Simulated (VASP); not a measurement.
# Si (a cell with a defect) in VASP: single point with LDA

Aim: the single point of Si (a cell with a defect) with LDA.

All numbers are computed with VASP 6.6.1; they aren't measurements. Logs are shortened: lines on timing, memory, paths and dates and some standing lists are left out, and cuts for length are marked.

## 1. The cell of the first run

The cell holds a defect, 17 atoms: a = 7.679 Å, b = 7.679 Å, c = 7.679 Å, α = 60.00°, β = 60.00°, γ = 60.00°.

## 2. Single point, LDA

Contents of INCAR:

```
PREC     = Accurate       # precision mode
ENCUT    = 520            # plane-wave cutoff, eV
EDIFF    = 1E-7           # SCF threshold, eV
ISMEAR   = 0              # smearing method
SIGMA    = 0.05           # smearing width, eV
LREAL    = Auto         
LASPH    = True           # aspherical terms in the spheres
NELM     = 100            # most SCF steps
ALGO     = Normal         # electronic algorithm
ISIF     = 2              # what is computed and relaxed
LWAVE    = False          # write WAVECAR
LCHARG   = True           # write CHGCAR
LELF     = True           # ELF
LVHAR    = True         
NBANDS   = 48             # bands
```

Contents of KPOINTS:

```
regular mesh
0
Gamma
  2 2 2
```

Contents of POSCAR:

```
Si
1.0
    0.0000000000      5.4300000000      5.4300000000
    5.4300000000      0.0000000000      5.4300000000
    5.4300000000      5.4300000000      0.0000000000
Si
17
Direct
    0.0160868324      0.0156439227     -0.0474651013
    0.1171424494      0.1164796501      0.1190220074
   -0.0030233886     -0.0036639042      0.4958016575
    0.1414730203      0.1408234807      0.5767717311
   -0.0189437385      0.5062210866      0.0063971455
    0.1171455801      0.6472639963      0.1190122468
   -0.0030127072      0.5107780847      0.4957924494
    0.1154230203      0.6249871087      0.6344961326
    0.5067584715     -0.0195135359      0.0063299263
    0.6476866483      0.1166540516      0.1189096685
    0.5114418969     -0.0036172192      0.4956962247
    0.6256213628      0.1148360958      0.6344167587
    0.5067690608      0.5063311234      0.0063121547
    0.6134062615      0.6128453039      0.1607983425
    0.4888489871      0.4882521179      0.5345423573
    0.6256316759      0.6250285451      0.6343992634
    0.2801170350      0.2797170350      1.1603630755
```

Potentials or basis: VASP PAW LDA potentials, release 64 (Si).

Launch:

```
> cat potpaw_LDA.64/Si/POTCAR > POTCAR
> mpirun -np 1 vasp_std > vasp.out
```

OUTCAR:

```text
PREC = Accurate
   ENCUT = 520
   EDIFF = 1E-7
   ISMEAR = 0
   LREAL = Auto
   LASPH = True
   NELM = 100
   ISIF = 2

 ion  position               nearest neighbor table
   1  0.016  0.016  0.953-   2 2.33   6 2.33  10 2.33   4 2.36
   2  0.117  0.116  0.119-   1 2.33   3 2.36  17 2.37   9 2.45   5 2.45
   3  0.997  0.996  0.496-   8 2.33  12 2.33   4 2.34   2 2.36  17 3.10
   4  0.141  0.141  0.577-   7 2.34   3 2.34  11 2.34   1 2.36  17 2.61
   5  0.981  0.506  0.006-  14 2.31   8 2.33   2 2.45   6 2.45  17 2.52
   6  0.117  0.647  0.119-   1 2.33   7 2.36  17 2.37  13 2.45   5 2.45
   7  0.997  0.511  0.496-   8 2.33  16 2.33   4 2.34   6 2.36  17 3.10
   8  0.115  0.625  0.634-   7 2.33   3 2.33   5 2.33  15 2.35
   9  0.507  0.980  0.006-  14 2.31  12 2.33   2 2.45  10 2.45  17 2.52
  10  0.648  0.117  0.119-   1 2.33  11 2.36  17 2.37   9 2.45  13 2.45
  11  0.511  0.996  0.496-  12 2.33  16 2.33   4 2.34  10 2.36  17 3.10
  12  0.626  0.115  0.634-   3 2.33  11 2.33   9 2.33  15 2.35
  13  0.507  0.506  0.006-  14 2.31  16 2.33   6 2.45  10 2.45  17 2.52
  14  0.613  0.613  0.161-  13 2.31   9 2.31   5 2.31  15 2.34
  15  0.489  0.488  0.535-  14 2.34  12 2.35  16 2.35   8 2.35
  16  0.626  0.625  0.634-   7 2.33  11 2.33  13 2.33  15 2.35
  17  0.280  0.280  0.160-  10 2.37   6 2.37   2 2.37   5 2.52  13 2.52   9 2.52   4 2.61   7 3.10
                             3 3.10  11 3.10

  LATTYP: Found a face centered cubic cell.
 ALAT       =    10.8600000000

  Lattice vectors:

 A1 = (   0.0000000000,   5.4300000000,   5.4300000000)
 A2 = (   5.4300000000,   0.0000000000,   5.4300000000)
 A3 = (   5.4300000000,   5.4300000000,   0.0000000000)

Analysis of symmetry for initial positions (statically):
=====================================================================
 Subroutine PRICEL returns:
 Original cell was already a primitive cell.

 Routine SETGRP: Setting up the symmetry group for a
 face centered cubic supercell.

 Subroutine GETGRP returns: Found  1 space group operations
 (whereof  1 operations were pure point group operations)
 out of a pool of 48 trial point group operations.

The static configuration has the point symmetry C_1 .

Analysis of symmetry for dynamics (positions and initial velocities):
=====================================================================
 Subroutine PRICEL returns:
[... 125 lines left out ...]
   NSW    =      0    number of steps for IOM
   IBRION =     -1    ionic relax: 0-MD 1-quasi-New 2-CG
   NFREE  =      0    steps in history (QN), initial steepest desc. (CG)
   ISIF   =      2    stress and relaxation
   ISYM   =      2    0-nonsym 1-usesym 2-fastsym
   POTIM  = 0.5000    time-step for ionic-motion
   TEBEG  =    0.0;   TEEND  =   0.0 temperature during run
   PSTRESS=    0.0 pullay stress
   NELECT =      68.0000    total number of electrons
   NUPDOWN=      -1.0000    fix difference up-down
   EMIN   =  10.00;   EMAX   =-10.00  energy-range for DOS
   EFERMI =   0.00;   METHOD = LEGACY
   ISMEAR =     0;   SIGMA  =   0.05  broadening in eV -4-tet -1-fermi 0-gaus
   EFERMI_NEDOS =   21; number of points for ismear=-14 and -15
   IALGO  =     38    algorithm
   IMIX   =      4    mixing-type and parameters
     AMIX     =   0.40;   BMIX     =  1.00
     AMIX_MAG =   1.60;   BMIX_MAG =  1.00
  volume/ion in A,a.u.               =      18.84       127.11
  Fermi-wavevector in a.u.,A,eV,Ry     =   0.976715  1.845724 12.979587  0.953973
  Thomas-Fermi vector in A             =   2.107356
   LORBIT       =      0    0 simple, 1 ext, 2 COOP (PROOUT), +10 PAW based schemes
   GGA     = CA    functional components
   LHFCALC =     F    Hartree Fock is set to
   AEXX    =    0.0000 exact exchange contribution
   IVDW    =     0    specifies the selected vdW correction
   LEPSILON=     F    determine dielectric tensor
   LRPA    =     F    only Hartree local field effects (RPA)
 non-spin polarized calculation
 Gauss-broadening in eV      SIGMA  =   0.05
  energy-cutoff  :      520.00
  volume of cell :      320.21
 maximum number of plane-waves:      8646
 NGX is ok and might be reduce to    60
   NGX = 29   NGY = 29   NGZ = 29

 number of electron      68.0000000 magnetization

 Free energy of the ion-electron system (eV)
  ---------------------------------------------------
  ext. energy  EPLUGINS =         0.00000000
  ---------------------------------------------------
  free energy    TOTEN  =       -97.28875893 eV

  energy without entropy =      -97.27540158  energy(sigma->0) =      -97.28208026

 E-fermi :   6.6994     XC(G=0):  -9.8590

 val. band max:        6.6524277608   @ k =   0.0000   0.0000   0.0000
 cond. band min:       6.7085425026   @ k =   0.0000   0.5000   0.5000
 fundamental gap:      0.0561147418
 Fermi energy:         6.6993569559

 k-point     1 :       0.0000    0.0000    0.0000
  band No.  band energies     occupation
      1      -6.3165      2.00000
      2      -3.9144      2.00000
      3      -3.6769      2.00000
      4      -3.6764      2.00000
      5      -3.4917      2.00000
      6      -2.7056      2.00000
[... 381 lines left out ...]
     45      10.0872      0.00000
     46      10.3522      0.00000
 [bands above 46 left out]

------------------------ aborting loop because EDIFF is reached ----------------------------------------

  FORCE on cell =-STRESS in cart. coord.  units (eV):
  Direction    XX          YY          ZZ          XY          YZ          ZX
  --------------------------------------------------------------------------------------
  -------------------------------------------------------------------------------------
  Total        2.6147366      2.6241891      2.6119087     -1.2667310      1.2648931      1.2648364
  in kB       13.0830512     13.1303476     13.0689014     -6.3381936      6.3289976      6.3287136
  external PRESSURE =      13.0941001 kB  Pullay stress =       0.0000000 kB

 VOLUME and BASIS-vectors are now :
 -----------------------------------------------------------------------------
  energy-cutoff  :      520.00
  volume of cell :      320.21
      direct lattice vectors                 reciprocal lattice vectors
     0.000000000  5.430000000  5.430000000    -0.092081031  0.092081031  0.092081031
     5.430000000  0.000000000  5.430000000     0.092081031 -0.092081031  0.092081031
     5.430000000  5.430000000  0.000000000     0.092081031  0.092081031 -0.092081031

 POSITION                                       TOTAL-FORCE (eV/Angst)
 -----------------------------------------------------------------------------------
      5.25721      5.25962      0.17230        -0.007748     -0.007718      0.007915
      1.27877      1.28237      1.26857        -0.027572     -0.027979      0.029893
      8.10231      8.10579     10.82369        -0.014897     -0.014487      0.008000
      3.89654      3.90007      1.53287        -0.011797     -0.013599      0.011771
      2.78352      5.36187      8.07592        -0.038234     -0.021806      0.037991
      4.16088      1.28234      4.15074        -0.030145     -0.028199      0.027667
[... 9 lines left out ...]
      6.83869      6.84197      6.79109        -0.013420     -0.014122      0.032633
      2.38964      2.39181      3.03990         0.406245      0.407926     -0.407133
 -----------------------------------------------------------------------------------
    total drift:                               -0.006775     -0.005012      0.005121

  FREE ENERGIE OF THE ION-ELECTRON SYSTEM (eV)
  ---------------------------------------------------
  free  energy   TOTEN  =       -97.2887589323 eV

  energy  without entropy=      -97.2754015784  energy(sigma->0) =      -97.28208026
```

Wall time 2.7 min (1 thread of AMD EPYC 9R14 (Zen 4), shared host); peak memory 0.34 GiB.

Results:

| Quantity | Value |
| --- | --- |
| Free energy | -97.2888 eV |
| Pressure | 1.3 GPa |
| Largest force | 0.705 eV/Å |
| Band gap on the k mesh | zero (band 34 reaches 6.71 eV, above the bottom of band 35 at 6.65 eV) |

Forces in eV/Å, atoms in the order of the input:
```
Si  -0.008 -0.008  0.008
Si  -0.028 -0.028  0.030
Si  -0.015 -0.014  0.008
Si  -0.012 -0.014  0.012
Si  -0.038 -0.022  0.038
Si  -0.030 -0.028  0.028
Si  -0.008 -0.015  0.015
Si  -0.014 -0.032  0.014
Si  -0.022 -0.037  0.039
Si  -0.028 -0.029  0.028
Si  -0.014 -0.010  0.014
Si  -0.033 -0.014  0.013
Si  -0.038 -0.037  0.022
Si  -0.060 -0.059  0.060
Si  -0.046 -0.047  0.046
Si  -0.013 -0.014  0.033
Si   0.406  0.408 -0.407
```

Caveat: the k points lie up to 0.50 Å⁻¹ apart.
